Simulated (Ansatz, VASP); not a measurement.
## Mo in VASP and in Ansatz

```
CELL_PARAMETERS angstrom
2.62072 0.03131 0.00668
1.27691 2.72260 -0.27501
0.01776 -2.17713 4.73946
ATOMIC_POSITIONS crystal
Mo 0.73552 0.03106 0.93848
Mo 0.47775 0.03110 0.43854
```

Alike in both runs: functional PBE; k mesh 6 × 6 × 4; occupations gaussian, width 0.1 eV; no spin polarisation.

Ansatz relaxed the structure, and its values are those at the end. VASP's run is a single point on that final structure, the one shown.

|  | VASP | Ansatz |
| --- | --- | --- |
| version | VASP 6.6.1 | Ansatz 0.2.0 |
| potentials or method | VASP PAW PBE potentials, release 64 (Mo_sv), cutoff 520 eV | scalar-relativistic, plane waves, PAW |
| valence electrons in the cell | 28 | 28 |

Ansatz gave:

- gap on the k mesh at the Fermi level (eV): none
- pressure (GPa): 0.2

Task: Estimate VASP's values.

Result: gap on the k mesh at the Fermi level (eV): none; pressure (GPa): 0.7.

A gap of «none» marks a metal or a gap that the smearing closes.

The k mesh is coarse, so the values compare programs but aren't converged.
